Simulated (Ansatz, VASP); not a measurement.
**One calculation of Sb2Au, two programs**

INCAR

```
PREC = Accurate
ENCUT = 520
EDIFF = 1E-6
ISMEAR = -1
SIGMA = 0.08
LREAL = F
LASPH = T
NELM = 100
ALGO = Normal
ISIF = 2
LWAVE = F
LCHARG = T
GGA = CA
LELF = T
LVHAR = T
NBANDS = 18
```

KPOINTS

```
regular mesh
0
Gamma
  9 9 9
```

Contents of POSCAR:

```
Sb2Au
1.0
    0.0000000000      3.3280000000      3.2614400000
    3.3280000000      0.0000000000      3.2614400000
    3.3280000000      3.3280000000      0.0000000000
Sb Au
2 1
Direct
    0.2500000000      0.2500000000      0.2500000000
    0.7500000000      0.7500000000      0.7500000000
    0.0000000000      0.0000000000      0.0000000000
```

Input for Ansatz:

```yaml
crystal:
  lattice:
    - [0.0, 3.328, 3.26144]
    - [3.328, 0.0, 3.26144]
    - [3.328, 3.328, 0.0]
  atoms:
    - { symbol: Sb, position: [0.25, 0.25, 0.25] }
    - { symbol: Sb, position: [0.75, 0.75, 0.75] }
    - { symbol: Au, position: [0.0, 0.0, 0.0] }
kpoints:
  mp_grid: { grid: [9, 9, 9] }
  band_path:
    path:
      - [0.0, 0.0, 0.0]
      - [0.0, 0.5, 0.5]
      - [0.25, 0.75, 0.5]
      - [0.0, 0.5, 0.0]
      - [0.0, 0.0, 0.0]
      - [0.5, 0.5, 0.0]
      - [0.3801541025, 0.6198458975, 0.0]
      - [-0.3801541025, 0.3801541025, 0.0]
      - [0.0, 0.0, 0.0]
    npoints: 5
scf:
  occupations: { method: fermi_dirac, width: 0.08 }
hamiltonian:
  xc: lda
  pseudopotentials: { kind: all_electron, lapw: { basis_error: 0.001 } }
output:
  forces: true
  stress: true
  eigenvalues: true
```

Change from the starting cell: zz strain of -2 %.

Alike in both runs: task single point; functional LDA; k mesh 9 × 9 × 9; occupations fermi-dirac, width 0.08 eV; no spin polarisation.

|  | VASP | Ansatz |
| --- | --- | --- |
| version | VASP 6.6.1 | Ansatz 0.2.0 |
| potentials or method | VASP PAW LDA potentials, release 64 (Sb, Au), cutoff 520 eV | all-electron LAPW, scalar-relativistic |

VASP gave:

* pressure (GPa): 5.4
* traceless stress, the component that is largest in VASP (GPa): 0.29

Question: Estimate Ansatz's values.

Answer: Pressure (GPa): 5.1; traceless stress, the component that is largest in VASP (GPa): 0.31.

LDA's correlation is that of Perdew and Zunger in VASP and of Perdew and Wang (1992) in Ansatz. Ansatz ran all-electron here, and VASP with PAW potentials.

Neither program's run includes spin-orbit coupling.
